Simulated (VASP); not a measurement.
# Y2Pt in VASP: notebook

The runs below take Y2Pt through single point, with PBE.

Everything below comes from runs of VASP 6.6.1. Logs are shortened: lines on timing, memory, paths and dates and some standing lists are left out, and cuts for length are marked.

**1. The cell of the first run**

The cell holds a sheet with vacuum, 3 atoms: a = 5.132 Å, b = 5.132 Å, c = 23.800 Å, α = 90.00°, β = 90.00°, γ = 120.00°.

**2. Single point, PBE**

INCAR

```
PREC = Accurate
ENCUT = 520
EDIFF = 1E-6
ISMEAR = 0
SIGMA = 0.1
LREAL = False
LASPH = True
NELM = 100
ALGO = Normal
ISIF = 2
LWAVE = False
LCHARG = True
LDIPOL = True
IDIPOL = 3
DIPOL = 0.5 0.5 0.294
GGA = PE
LELF = True
LVHAR = True
LVACPOTAV = True
NBANDS = 23
```

KPOINTS

```
regular mesh
0
Gamma
  12 12 1
```

POSCAR

```
Y2Pt
1.0
    5.1323554652      0.0000002630      0.0000000000
   -2.5661779604      4.4447500826      0.0000000000
    0.0000000000      0.0000000000     23.8000000000
Y Pt
2 1
Direct
    0.3333333333      0.6666666667      0.2941176471
    0.6666666667      0.3333333333      0.2941176471
    0.0000000000      0.0000000000      0.2941176471
```

Potentials or basis: VASP PAW PBE potentials, release 64 (Y_sv, Pt).

Started as:

```console
> cat potpaw_PBE.64/Y_sv/POTCAR potpaw_PBE.64/Pt/POTCAR > POTCAR
> mpirun -np 1 vasp_std > vasp.out
```

OUTCAR:

```text
PREC = Accurate
   ENCUT = 520
   EDIFF = 1E-6
   ISMEAR = 0
   LREAL = False
   LASPH = True
   NELM = 100
   ISIF = 2
   GGA = PE

 ion  position               nearest neighbor table
   1  0.333  0.667  0.294-   2 2.96   2 2.96   3 2.96   3 2.96   3 2.96   2 2.96
   2  0.667  0.333  0.294-   1 2.96   1 2.96   3 2.96   3 2.96   3 2.96   1 2.96
   3  0.000  0.000  0.294-   1 2.96   2 2.96   2 2.96   1 2.96   2 2.96   1 2.96

  LATTYP: Found a hexagonal cell.
 ALAT       =     5.1323554652
 C/A-ratio  =     4.6372470031

  Lattice vectors:

 A1 = (   5.1323554652,   0.0000002630,   0.0000000000)
 A2 = (  -2.5661779604,   4.4447500826,   0.0000000000)
 A3 = (   0.0000000000,   0.0000000000,  23.8000000000)

Analysis of symmetry for initial positions (statically):
=====================================================================
 Subroutine PRICEL returns:
 Original cell was already a primitive cell.

 Routine SETGRP: Setting up the symmetry group for a
 hexagonal supercell.

 Subroutine GETGRP returns: Found 24 space group operations
 (whereof 12 operations were pure point group operations)
 out of a pool of 24 trial point group operations.

The static configuration has the point symmetry C_6v.
 The point group associated with its full space group is D_6h.

Analysis of symmetry for dynamics (positions and initial velocities):
=====================================================================
 Subroutine PRICEL returns:
 Original cell was already a primitive cell.

 Routine SETGRP: Setting up the symmetry group for a
 hexagonal supercell.

 Subroutine GETGRP returns: Found 24 space group operations
 (whereof 12 operations were pure point group operations)
 out of a pool of 24 trial point group operations.

The dynamic configuration has the point symmetry C_6v.
 The point group associated with its full space group is D_6h.

 Subroutine INISYM returns: Found 24 space group operations
 (whereof 12 operations are pure point group operations),
 and found     1 'primitive' translations

----------------------------------------------------------------------------------------

                                     Primitive cell

  volume of cell :     542.9265

  direct lattice vectors                    reciprocal lattice vectors
     5.132355465  0.000000263  0.000000000     0.194842305  0.112492271  0.000000000
    -2.566177960  4.444750083  0.000000000    -0.000000012  0.224984521  0.000000000
     0.000000000  0.000000000 23.800000000     0.000000000  0.000000000  0.042016807

  length of vectors
     5.132355465  5.132355465 23.800000000     0.224984521  0.224984521  0.042016807

[... 82 lines left out ...]
   ISIF   =      2    stress and relaxation
   ISYM   =      2    0-nonsym 1-usesym 2-fastsym
   POTIM  = 0.5000    time-step for ionic-motion
   TEBEG  =    0.0;   TEEND  =   0.0 temperature during run
   PSTRESS=    0.0 pullay stress
   NELECT =      32.0000    total number of electrons
   NUPDOWN=      -1.0000    fix difference up-down
   EMIN   =  10.00;   EMAX   =-10.00  energy-range for DOS
   EFERMI =   0.00;   METHOD = LEGACY
   ISMEAR =     0;   SIGMA  =   0.10  broadening in eV -4-tet -1-fermi 0-gaus
   EFERMI_NEDOS =   21; number of points for ismear=-14 and -15
   IALGO  =     38    algorithm
   IMIX   =      4    mixing-type and parameters
     AMIX     =   0.40;   BMIX     =  1.00
     AMIX_MAG =   1.60;   BMIX_MAG =  1.00
  volume/ion in A,a.u.               =     180.98      1221.28
  Fermi-wavevector in a.u.,A,eV,Ry     =   0.637105  1.203954  5.522646  0.405903
  Thomas-Fermi vector in A             =   1.702000
   LORBIT       =      0    0 simple, 1 ext, 2 COOP (PROOUT), +10 PAW based schemes
   GGA     = PE    functional components
   LHFCALC =     F    Hartree Fock is set to
   AEXX    =    0.0000 exact exchange contribution
   IVDW    =     0    specifies the selected vdW correction
   LEPSILON=     F    determine dielectric tensor
   LRPA    =     F    only Hartree local field effects (RPA)
 non-spin polarized calculation
 Gauss-broadening in eV      SIGMA  =   0.10
  energy-cutoff  :      520.00
  volume of cell :      542.93
 maximum number of plane-waves:     14693
 NGX is ok and might be reduce to    40
   NGX = 19   NGY = 19   NGZ = 89

 dipolmoment           0.000000      0.000000     -0.000000 electrons x Angstroem

 number of electron      32.0000001 magnetization

 dipolmoment           0.000000      0.000000      0.000004 electrons x Angstroem

 Free energy of the ion-electron system (eV)
  ---------------------------------------------------
  ext. energy  EPLUGINS =         0.00000000
  ---------------------------------------------------
  free energy    TOTEN  =       -17.20612146 eV

  energy without entropy =      -17.18118760  energy(sigma->0) =      -17.19365453

 E-fermi :  -2.4374     XC(G=0):  -2.1154

 val. band max:       -2.4399527173   @ k =   0.2500  -0.0000   0.0000
 cond. band min:      -2.4278367149   @ k =   0.3333   0.3333   0.0000
 fundamental gap:      0.0121160024
 Fermi energy:        -2.4374179758

 k-point     1 :       0.0000    0.0000    0.0000
  band No.  band energies     occupation
      1     -45.6938      2.00000
      2     -45.4126      2.00000
      3     -26.0704      2.00000
      4     -26.0704      2.00000
      5     -25.8119      2.00000
      6     -25.5320      2.00000
[... 483 lines left out ...]
     22      -0.6701      0.00000
     23       0.3577      0.00000

------------------------ aborting loop because EDIFF is reached ----------------------------------------

  FORCE on cell =-STRESS in cart. coord.  units (eV):
  Direction    XX          YY          ZZ          XY          YZ          ZX
  --------------------------------------------------------------------------------------
  -------------------------------------------------------------------------------------
  Total       -0.0749457     -0.0749457     -0.0149504      0.0000000     -0.0000000     -0.0000000
  in kB       -0.2211648     -0.2211648     -0.0441186      0.0000000     -0.0000000     -0.0000000
  external PRESSURE =      -0.1621494 kB  Pullay stress =       0.0000000 kB

 VOLUME and BASIS-vectors are now :
 -----------------------------------------------------------------------------
  energy-cutoff  :      520.00
  volume of cell :      542.93
      direct lattice vectors                 reciprocal lattice vectors
     5.132355465  0.000000263  0.000000000     0.194842305  0.112492271  0.000000000
    -2.566177960  4.444750083  0.000000000    -0.000000012  0.224984521  0.000000000
     0.000000000  0.000000000 23.800000000     0.000000000  0.000000000  0.042016807

 POSITION                                       TOTAL-FORCE (eV/Angst)
 -----------------------------------------------------------------------------------
     -0.00000      2.96317      7.00000         0.000000     -0.000000     -0.000000
      2.56618      1.48158      7.00000        -0.000000      0.000000      0.000000
      0.00000      0.00000      7.00000        -0.000000      0.000000     -0.000000
 -----------------------------------------------------------------------------------
    total drift:                                0.000000      0.000000      0.000055

  FREE ENERGIE OF THE ION-ELECTRON SYSTEM (eV)
  ---------------------------------------------------
  free  energy   TOTEN  =       -17.2061214619 eV

  energy  without entropy=      -17.1811875959  energy(sigma->0) =      -17.19365453

 vacuum level on the upper side and lower side of the slab         1.277         1.277
```

stdout:

```text
POSCAR found type information on POSCAR Y Pt
 POSCAR found :  2 types and       3 ions
 scaLAPACK will be used
 LDA part: xc-table for (Slater+PW92), standard interpolation
 POSCAR, INCAR and KPOINTS ok, starting setup
 FFT: planning ... GRIDC
 FFT: planning ... GRID_SOFT
 FFT: planning ... GRID
 WAVECAR not read
 entering main loop
 -----------------------------------------------------------------------------
|                                                                             |
|           W    W    AA    RRRRR   N    N  II  N    N   GGGG   !!!           |
|           W    W   A  A   R    R  NN   N  II  NN   N  G    G  !!!           |
|           W    W  A    A  R    R  N N  N  II  N N  N  G       !!!           |
|           W WW W  AAAAAA  RRRRR   N  N N  II  N  N N  G  GGG   !            |
|           WW  WW  A    A  R   R   N   NN  II  N   NN  G    G                |
|           W    W  A    A  R    R  N    N  II  N    N   GGGG   !!!           |
|                                                                             |
|     Did not find any points to average over, which means that no vacuum     |
|     field-free region was found. Please increase the size of  your cell     |
|     in the dimension of the dipole correction to obtain accurate            |
|     workfunction values.                                                    |
|                                                                             |
 -----------------------------------------------------------------------------
```

It took 8 min on 1 thread of Intel Xeon Platinum 8375C at 2.90GHz (Ice Lake), shared host; peak memory 0.73 GiB.

Results:

```
Free energy            : -17.2061 eV
Band gap on the k mesh : zero (band 16 reaches -2.33 eV, above the bottom of band 17 at -2.62 eV)
```

Levels at points of the mesh, in eV from the Fermi level:
| k point | band 12 | band 13 | band 14 | band 15 | band 16 | band 17 | band 18 | band 19 | band 20 | band 21 |
| --- | --- | --- | --- | --- | --- | --- | --- | --- | --- | --- |
| (0.00, 0.00, 0.00) | -2.62 | -2.62 | -2.26 | -0.02 | -0.02 | 0.26 | 0.52 | 0.52 | 0.67 | 1.66 |
| (0.50, 0.00, 0.00) | -2.87 | -2.66 | -2.00 | -1.51 | -0.38 | -0.19 | 0.94 | 1.13 | 1.40 | 1.95 |

Caveat: spin-orbit coupling is left out, which moves the levels of the heavy elements.

[end of part 1 of 2]
